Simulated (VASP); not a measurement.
A run of VASP 6.6.1:

INCAR

```
SYSTEM = CsGeBr3
PREC = Accurate
ENCUT = 520
EDIFF = 1E-6
ISMEAR = 0
SIGMA = 0.05
LREAL = .False.
LASPH = .True.
NELM = 100
ALGO = Normal
ISIF = 2
LWAVE = .False.
LCHARG = .True.
GGA = PS
LELF = .True.
LVHAR = .True.
NBANDS = 30
```

File KPOINTS:

```
Automatic mesh
0
Gamma
  6 6 6
  0 0 0
```

Contents of POSCAR:

```
CsGeBr3
1.0
    3.9692828316      2.2916665113      3.3349688208
   -3.9692828316      2.2916665113      3.3349688208
    0.0000000000     -4.5833330226      3.3349688208
Cs Ge Br
1 1 3
Direct
    0.0013040400      0.0013040400      0.0013040400
    0.4770829100      0.4770829100      0.4770829100
    0.0286681300      0.5054724600      0.5054724600
    0.5054724600      0.5054724600      0.0286681300
    0.5054724600      0.0286681300      0.5054724600
```

Potentials or basis: VASP PAW PBE potentials, release 64 (Cs_sv, Ge_d, Br).

The run is started by

```sh
$ cat potpaw_PBE.64/Cs_sv/POTCAR potpaw_PBE.64/Ge_d/POTCAR potpaw_PBE.64/Br/POTCAR > POTCAR
$ mpirun -np 1 vasp_std > vasp.out
```

Hardware: 1 thread of Intel(R) Xeon(R) Platinum 8488C (Sapphire Rapids), on a shared host.

Task: How long does it take, and how much memory?

Result: Run time: 91 s on 1 thread of Intel(R) Xeon(R) Platinum 8488C (Sapphire Rapids) (shared host), peak memory 0.37 GiB. Counts: scf iterations 13, k points 32.
